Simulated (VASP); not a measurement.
# SiO2 (Cmce) in VASP: single point with LDA

Aim: the single point of SiO2 with LDA.

All numbers are computed with VASP 6.6.1; they aren't measurements. Logs are shortened: lines on timing, memory, paths and dates and some standing lists are left out, and cuts for length are marked.

### Step 1. The cell of the first run

It takes space group Cmce (No. 64, orthorhombic). Conventional cell: a = 9.000 Å, b = 9.522 Å, c = 8.666 Å, α = 90.00°, β = 90.00°, γ = 90.00°. Within 2.1 Å of Si (site symmetry 1) lie 4 O at 1.58 to 1.61 Å. Within 2.1 Å of O (site symmetry 2) lie 2 Si at 1.58 Å. O (site symmetry 2) has 2 Si at 1.59 Å within 2.1 Å. O (site symmetry m) has 2 Si at 1.61 Å within 2.1 Å. O (site symmetry -1) has 2 Si at 1.58 Å within 2.1 Å.

### Step 2. Single point, LDA (volume scaled by 0.91, then relaxed in part)

INCAR

```
  ALGO = Normal
  EDIFF = 1E-6
  ENCUT = 520
  ISIF = 2
  ISMEAR = 0
  LASPH = True
  LCHARG = False
  LREAL = Auto
  LWAVE = False
  NBANDS = 82
  NELM = 60
  PREC = Accurate
  SIGMA = 0.02
```

KPOINTS

```
k-points
0
Gamma
  4 4 4
```

POSCAR

```
SiO2
1.0
    4.5000171249     -4.7609513304      0.0000000000
    4.5000171249      4.7609513304      0.0000000000
    0.0000000000      0.0000000000      8.6656183355
Si O
8 16
Direct
    0.2995904218      0.0224619206      0.9014687960
    0.4775380794      0.2004095782      0.5985312040
    0.0224619206      0.2995904218      0.0985312040
    0.2004095782      0.4775380794      0.4014687960
    0.9775380794      0.7004095782      0.9014687960
    0.7004095782      0.9775380794      0.0985312040
    0.7995904218      0.5224619206      0.5985312040
    0.5224619206      0.7995904218      0.4014687960
    0.8564431545      0.8564431545      0.0000000000
    0.6523350326      0.8476649674      0.2500000000
    0.6435568455      0.6435568455      0.5000000000
    0.3000444311      0.6999555689      0.3572243553
    0.1523350326      0.3476649674      0.2500000000
    0.8476649674      0.6523350326      0.7500000000
    0.1435568455      0.1435568455      0.0000000000
    0.3476649674      0.1523350326      0.7500000000
    0.0000000000      0.5000000000      0.0000000000
    0.1999555689      0.8000444311      0.8572243553
    0.6999555689      0.3000444311      0.6427756447
    0.8000444311      0.1999555689      0.1427756447
    0.3564431545      0.3564431545      0.5000000000
    0.5000000000      0.0000000000      0.0000000000
    0.0000000000      0.5000000000      0.5000000000
    0.5000000000      0.0000000000      0.5000000000
```

Potentials or basis: VASP PAW LDA potentials, release 64 (Si, O).

Launch:

```bash
> cat potpaw_LDA.64/Si/POTCAR potpaw_LDA.64/O/POTCAR > POTCAR
> mpirun -np 1 vasp_std > vasp.out
```

OUTCAR:

```text
EDIFF = 1E-6
   ENCUT = 520
   ISIF = 2
   ISMEAR = 0
   LASPH = True
   LREAL = Auto
   NELM = 60
   PREC = Accurate

 ion  position               nearest neighbor table
   1  0.300  0.022  0.901-  15 1.58  22 1.58  16 1.59  18 1.61   5 2.90   2 3.08   3 3.14
   2  0.478  0.200  0.599-  21 1.58  24 1.58  16 1.59  19 1.61   7 2.90   1 3.08   4 3.14
   3  0.022  0.300  0.099-  15 1.58  17 1.58  13 1.59  20 1.61   6 2.90   4 3.08   1 3.14
   4  0.200  0.478  0.401-  21 1.58  23 1.58  13 1.59  12 1.61   8 2.90   3 3.08   2 3.14
   5  0.978  0.700  0.901-   9 1.58  17 1.58  14 1.59  18 1.61   1 2.90   7 3.08   6 3.14
   6  0.700  0.978  0.099-   9 1.58  22 1.58  10 1.59  20 1.61   3 2.90   8 3.08   5 3.14
   7  0.800  0.522  0.599-  11 1.58  23 1.58  14 1.59  19 1.61   2 2.90   5 3.08   8 3.14
   8  0.522  0.800  0.401-  11 1.58  24 1.58  10 1.59  12 1.61   4 2.90   6 3.08   7 3.14
   9  0.856  0.856  0.000-   5 1.58   6 1.58
  10  0.652  0.848  0.250-   6 1.59   8 1.59
  11  0.644  0.644  0.500-   7 1.58   8 1.58
  12  0.300  0.700  0.357-   4 1.61   8 1.61
  13  0.152  0.348  0.250-   3 1.59   4 1.59
  14  0.848  0.652  0.750-   5 1.59   7 1.59
[... 8 lines left out ...]
  23  0.000  0.500  0.500-   4 1.58   7 1.58
  24  0.500  0.000  0.500-   2 1.58   8 1.58

  LATTYP: Found a base centered orthorhombic cell.
 ALAT       =     9.0000342498
 B/A-ratio  =     1.0579851583
 C/A-ratio  =     0.9628428176

  Lattice vectors:

 A1 = (   4.5000171249,  -4.7609513304,   0.0000000000)
 A2 = (   4.5000171249,   4.7609513304,   0.0000000000)
 A3 = (   0.0000000000,   0.0000000000,   8.6656183355)

Analysis of symmetry for initial positions (statically):
=====================================================================
 Subroutine PRICEL returns:
 Original cell was already a primitive cell.

 Routine SETGRP: Setting up the symmetry group for a
 base centered orthorhombic supercell.

 Subroutine GETGRP returns: Found  8 space group operations
 (whereof  4 operations were pure point group operations)
 out of a pool of  8 trial point group operations.

The static configuration has the point symmetry C_2h.
 The point group associated with its full space group is D_2h.

Analysis of symmetry for dynamics (positions and initial velocities):
=====================================================================
 Subroutine PRICEL returns:
 Original cell was already a primitive cell.

 Routine SETGRP: Setting up the symmetry group for a
[... 152 lines left out ...]
   NFREE  =      0    steps in history (QN), initial steepest desc. (CG)
   ISIF   =      2    stress and relaxation
   ISYM   =      2    0-nonsym 1-usesym 2-fastsym
   POTIM  = 0.5000    time-step for ionic-motion
   TEBEG  =    0.0;   TEEND  =   0.0 temperature during run
   PSTRESS=    0.0 pullay stress
   NELECT =     128.0000    total number of electrons
   NUPDOWN=      -1.0000    fix difference up-down
   EMIN   =  10.00;   EMAX   =-10.00  energy-range for DOS
   EFERMI =   0.00;   METHOD = LEGACY
   ISMEAR =     0;   SIGMA  =   0.02  broadening in eV -4-tet -1-fermi 0-gaus
   EFERMI_NEDOS =   21; number of points for ismear=-14 and -15
   IALGO  =     38    algorithm
   IMIX   =      4    mixing-type and parameters
     AMIX     =   0.40;   BMIX     =  1.00
     AMIX_MAG =   1.60;   BMIX_MAG =  1.00
  volume/ion in A,a.u.               =      15.47       104.41
  Fermi-wavevector in a.u.,A,eV,Ry     =   1.147887  2.169191 17.927631  1.317644
  Thomas-Fermi vector in A             =   2.284564
   LORBIT       =      0    0 simple, 1 ext, 2 COOP (PROOUT), +10 PAW based schemes
   GGA     = CA    functional components
   LHFCALC =     F    Hartree Fock is set to
   AEXX    =    0.0000 exact exchange contribution
   IVDW    =     0    specifies the selected vdW correction
   LEPSILON=     F    determine dielectric tensor
   LRPA    =     F    only Hartree local field effects (RPA)
 non-spin polarized calculation
 Gauss-broadening in eV      SIGMA  =   0.02
  energy-cutoff  :      520.00
  volume of cell :      371.31
 maximum number of plane-waves:     10064
 NGX is ok and might be reduce to    50
   NGX = 25   NGY = 25   NGZ = 33

 number of electron     127.9999982 magnetization

 Free energy of the ion-electron system (eV)
  ---------------------------------------------------
  ext. energy  EPLUGINS =         0.00000000
  ---------------------------------------------------
  free energy    TOTEN  =      -206.62838834 eV

  energy without entropy =     -206.62838834  energy(sigma->0) =     -206.62838834

 E-fermi :  -0.4937     XC(G=0):  -8.4001

 val. band max:       -0.6518846925   @ k =   0.0000   0.0000   0.0000
 cond. band min:       4.8809546711   @ k =   0.0000   0.0000   0.0000
 fundamental gap:      5.5328393635
 Fermi energy:        -0.4937456761

 k-point     1 :       0.0000    0.0000    0.0000
  band No.  band energies     occupation
      1     -20.1137      2.00000
      2     -19.6784      2.00000
      3     -19.1254      2.00000
      4     -19.1221      2.00000
      5     -19.0440      2.00000
      6     -18.5679      2.00000
[... 1648 lines left out ...]
     75       8.8003      0.00000
     76       8.8003      0.00000
 [bands above 76 left out]

------------------------ aborting loop because EDIFF is reached ----------------------------------------

  FORCE on cell =-STRESS in cart. coord.  units (eV):
  Direction    XX          YY          ZZ          XY          YZ          ZX
  --------------------------------------------------------------------------------------
  -------------------------------------------------------------------------------------
  Total       14.1888332     13.3832963     13.8444870      0.0000000     -0.0000000      0.0000000
  in kB       61.2237328     57.7479023     59.7379052      0.0000000     -0.0000000      0.0000000
  external PRESSURE =      59.5698468 kB  Pullay stress =       0.0000000 kB

 VOLUME and BASIS-vectors are now :
 -----------------------------------------------------------------------------
  energy-cutoff  :      520.00
  volume of cell :      371.31
      direct lattice vectors                 reciprocal lattice vectors
     4.500017125 -4.760951330  0.000000000     0.111110688 -0.105021027  0.000000000
     4.500017125  4.760951330  0.000000000     0.111110688  0.105021027  0.000000000
     0.000000000  0.000000000  8.665618335     0.000000000  0.000000000  0.115398574

 POSITION                                       TOTAL-FORCE (eV/Angst)
 -----------------------------------------------------------------------------------
      1.44924     -1.31940      7.81178         0.015402      0.004839      0.005330
      3.05078     -1.31940      5.18664        -0.015402      0.004839     -0.005330
      1.44924      1.31940      0.85383         0.015402     -0.004839     -0.005330
      3.05078      1.31940      3.47898        -0.015402     -0.004839      0.005330
      7.55079     -1.31940      7.81178        -0.015402      0.004839      0.005330
      7.55079      1.31940      0.85383        -0.015402     -0.004839     -0.005330
[... 16 lines left out ...]
      2.25001      2.38048      4.33281         0.000000      0.000000      0.000000
      2.25001     -2.38048      4.33281         0.000000      0.000000      0.000000
 -----------------------------------------------------------------------------------
    total drift:                                0.000000     -0.000000     -0.000000

  FREE ENERGIE OF THE ION-ELECTRON SYSTEM (eV)
  ---------------------------------------------------
  free  energy   TOTEN  =      -206.6283883410 eV

  energy  without entropy=     -206.6283883410  energy(sigma->0) =     -206.62838834
```

Wall time 9.8 min (1 thread of Intel Xeon Platinum 8488C (Sapphire Rapids), shared host); peak memory 0.55 GiB.

Results:

```yaml
Free_energy: -206.6284 eV
Pressure: 6.0 GPa
Largest_force: 0.058 eV/Å
Band_gap_on_the_k_mesh: 5.53 eV, direct
```

Forces on the atoms (eV/Å):
```
Si   0.015  0.005  0.005
Si  -0.015  0.005 -0.005
Si   0.015 -0.005 -0.005
Si  -0.015 -0.005  0.005
Si  -0.015  0.005  0.005
Si  -0.015 -0.005 -0.005
Si   0.015  0.005 -0.005
Si   0.015 -0.005  0.005
O    0.015  0.000  0.000
O    0.000 -0.007  0.000
O   -0.015  0.000  0.000
O    0.000  0.046 -0.036
O    0.000 -0.007  0.000
O    0.000  0.007  0.000
O   -0.015  0.000  0.000
O    0.000  0.007  0.000
O    0.000  0.000  0.000
O    0.000 -0.046 -0.036
O    0.000 -0.046  0.036
O    0.000  0.046  0.036
O    0.015  0.000  0.000
O    0.000  0.000  0.000
O    0.000  0.000  0.000
O    0.000  0.000  0.000
```
